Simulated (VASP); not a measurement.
# Si (Cmm2) in VASP: further runs, part 2 of 2

VASP 6.6.1. The steps go on from the part before.

## Step 3: Single point, PBE (atom 1 (Si) moved +0.169 Å along Cartesian [0 1 0])

Contents of INCAR:

```
SYSTEM = Si
PREC = Accurate ; ENCUT = 520
EDIFF = 1E-6 ; ISMEAR = 0
SIGMA = 0.05 ; LREAL = .False.
LASPH = .True. ; NELM = 100
ALGO = Normal ; ISIF = 2
LWAVE = .False. ; LCHARG = .False.
GGA = PE ; NBANDS = 26
```

Contents of KPOINTS:

```
Automatic mesh
0
Gamma
  6 6 6
  0 0 0
```

Contents of POSCAR:

```
Si
1.0
    5.4697623842      0.0000000000      0.0000000000
    0.0000000000     -5.4697623842      0.0000000000
    0.0000000000      0.0000000000     -5.4697623842
Si
8
Direct
    0.5000000000     -0.0308605728      0.0000000000
    0.0000000000      0.5000000000      0.0000000000
    0.0000000000      0.0000000000      0.5000000000
    0.5000000000      0.5000000000      0.5000000000
    0.7500000000      0.7500000000      0.7500000000
    0.2500000000      0.2500000000      0.7500000000
    0.2500000000      0.7500000000      0.2500000000
    0.7500000000      0.2500000000      0.2500000000
```

Potentials or basis: VASP PAW PBE potentials, release 64 (Si).

The run is started by

```console
> cat potpaw_PBE.64/Si/POTCAR > POTCAR
> mpirun -np 1 vasp_std > vasp.out
```

OUTCAR:

```text
SYSTEM = Si
   PREC = Accurate
   ENCUT = 520
   EDIFF = 1E-6
   ISMEAR = 0
   LREAL = .False.
   LASPH = .True.
   NELM = 100
   ISIF = 2
   GGA = PE

 ion  position               nearest neighbor table
   1  0.500  0.969  0.000-   5 2.28   7 2.28   6 2.47   8 2.47
   2  0.000  0.500  0.000-   5 2.37   6 2.37   7 2.37   8 2.37
   3  0.000  0.000  0.500-   5 2.37   6 2.37   7 2.37   8 2.37
   4  0.500  0.500  0.500-   5 2.37   6 2.37   7 2.37   8 2.37
   5  0.750  0.750  0.750-   1 2.28   2 2.37   3 2.37   4 2.37
   6  0.250  0.250  0.750-   2 2.37   3 2.37   4 2.37   1 2.47
   7  0.250  0.750  0.250-   1 2.28   2 2.37   3 2.37   4 2.37
   8  0.750  0.250  0.250-   2 2.37   3 2.37   4 2.37   1 2.47

  LATTYP: Found a simple cubic cell.
 ALAT       =     5.4697623842

  Lattice vectors:

 A1 = (   5.4697623842,   0.0000000000,   0.0000000000)
 A2 = (   0.0000000000,  -5.4697623842,   0.0000000000)
 A3 = (   0.0000000000,   0.0000000000,  -5.4697623842)

Analysis of symmetry for initial positions (statically):
=====================================================================
 Subroutine PRICEL returns:
 Original cell was already a primitive cell.

 Routine SETGRP: Setting up the symmetry group for a
 simple cubic supercell.

 Subroutine GETGRP returns: Found  4 space group operations
 (whereof  2 operations were pure point group operations)
 out of a pool of 48 trial point group operations.

The static configuration has the point symmetry C_2 .
 The point group associated with its full space group is C_2v.

Analysis of symmetry for dynamics (positions and initial velocities):
=====================================================================
 Subroutine PRICEL returns:
 Original cell was already a primitive cell.

 Routine SETGRP: Setting up the symmetry group for a
 simple cubic supercell.
[... 135 lines left out ...]
   IALGO  =     38    algorithm
   IMIX   =      4    mixing-type and parameters
     AMIX     =   0.40;   BMIX     =  1.00
     AMIX_MAG =   1.60;   BMIX_MAG =  1.00
  volume/ion in A,a.u.               =      20.46       138.04
  Fermi-wavevector in a.u.,A,eV,Ry     =   0.950218  1.795651 12.284882  0.902913
  Thomas-Fermi vector in A             =   2.078574
   LORBIT       =      0    0 simple, 1 ext, 2 COOP (PROOUT), +10 PAW based schemes
   GGA     = PE    functional components
   LHFCALC =     F    Hartree Fock is set to
   AEXX    =    0.0000 exact exchange contribution
   IVDW    =     0    specifies the selected vdW correction
   LEPSILON=     F    determine dielectric tensor
   LRPA    =     F    only Hartree local field effects (RPA)
 non-spin polarized calculation
 Gauss-broadening in eV      SIGMA  =   0.05
  energy-cutoff  :      520.00
  volume of cell :      163.65
 maximum number of plane-waves:      4436
 NGX is ok and might be reduce to    42
   NGX = 21   NGY = 21   NGZ = 21

 number of electron      31.9999995 magnetization

 Free energy of the ion-electron system (eV)
  ---------------------------------------------------
  ext. energy  EPLUGINS =         0.00000000
  ---------------------------------------------------
  free energy    TOTEN  =       -43.21410073 eV

  energy without entropy =      -43.21410073  energy(sigma->0) =      -43.21410073

 E-fermi :   5.9877     XC(G=0):  -9.3259

 val. band max:        5.8092963261   @ k =   0.0000   0.0000   0.0000
 cond. band min:       6.1668588151   @ k =   0.0000   0.0000   0.0000
 fundamental gap:      0.3575624890
 Fermi energy:         5.9877332239

 k-point     1 :       0.0000    0.0000    0.0000
  band No.  band energies     occupation
      1      -6.2168      2.00000
      2      -2.4025      2.00000
      3      -2.2813      2.00000
      4      -2.1406      2.00000
      5      -2.1389      2.00000
      6      -2.0150      2.00000
[... 685 lines left out ...]
     25      10.5396      0.00000
     26      10.6567      0.00000

 [... further k-points ...]
[... 5 lines left out ...]
  --------------------------------------------------------------------------------------
  -------------------------------------------------------------------------------------
  Total        0.3879389     -0.1223006      0.3879389      0.0000000      0.0000000      1.5551726
  in kB        3.7981188     -1.1973845      3.7981188      0.0000000      0.0000000     15.2259293
  external PRESSURE =       2.1329510 kB  Pullay stress =       0.0000000 kB

 VOLUME and BASIS-vectors are now :
 -----------------------------------------------------------------------------
  energy-cutoff  :      520.00
  volume of cell :      163.65
      direct lattice vectors                 reciprocal lattice vectors
     5.469762384  0.000000000  0.000000000     0.182823298  0.000000000  0.000000000
     0.000000000 -5.469762384  0.000000000     0.000000000 -0.182823298  0.000000000
     0.000000000  0.000000000 -5.469762384     0.000000000  0.000000000 -0.182823298

 POSITION                                       TOTAL-FORCE (eV/Angst)
 -----------------------------------------------------------------------------------
      2.73488     -5.30096      0.00000         0.000000     -2.169266      0.000000
      0.00000     -2.73488      0.00000         0.000000      0.148851      0.000000
      0.00000      0.00000     -2.73488         0.000000     -0.285552      0.000000
      2.73488     -2.73488     -2.73488         0.000000      0.148851      0.000000
      4.10232     -4.10232     -4.10232         0.469005      0.580470      0.469005
      1.36744     -1.36744     -4.10232         0.309796      0.498089     -0.309796
      1.36744     -4.10232     -1.36744        -0.469005      0.580470     -0.469005
      4.10232     -1.36744     -1.36744        -0.309796      0.498089      0.309796
 -----------------------------------------------------------------------------------
    total drift:                                0.000000     -0.000030      0.000000

  FREE ENERGIE OF THE ION-ELECTRON SYSTEM (eV)
  ---------------------------------------------------
  free  energy   TOTEN  =       -43.2141007263 eV

  energy  without entropy=      -43.2141007256  energy(sigma->0) =      -43.21410073
```

stdout:

```text
POSCAR found type information on POSCAR Si
 POSCAR found :  1 types and       8 ions
 scaLAPACK will be used
 LDA part: xc-table for (Slater+PW92), standard interpolation
 POSCAR, INCAR and KPOINTS ok, starting setup
 FFT: planning ... GRIDC
 FFT: planning ... GRID_SOFT
 FFT: planning ... GRID
 WAVECAR not read
 entering main loop
```

Run time: 2.1 min. Hardware: 1 thread of Intel Xeon Platinum 8488C (Sapphire Rapids), shared host; peak memory 0.32 GiB.

What came out:

```yaml
Free_energy: -43.2141 eV
Pressure: 0.2 GPa
Largest_force: 2.169 eV/Å
Band_gap_on_the_k_mesh: 0.36 eV
```

Forces on the atoms (eV/Å):
```
Si   0.000 -2.169  0.000
Si   0.000  0.149  0.000
Si   0.000 -0.286  0.000
Si   0.000  0.149  0.000
Si   0.469  0.580  0.469
Si   0.310  0.498 -0.310
Si  -0.469  0.580 -0.469
Si  -0.310  0.498  0.310
```

Stress tensor (GPa, compression positive):
```
 0.38  0.00  1.52
 0.00 -0.12  0.00
 1.52  0.00  0.38
```

Caveat: the cell differs from its parent crystal (atom 1 (Si) moved +0.169 Å along Cartesian [0 1 0]); semilocal functionals underestimate gaps, and a narrow one can read as zero; forces of over 1 eV/Å act on the atoms, so gaps and moduli don't describe the material at rest. A k mesh can miss the band edges.
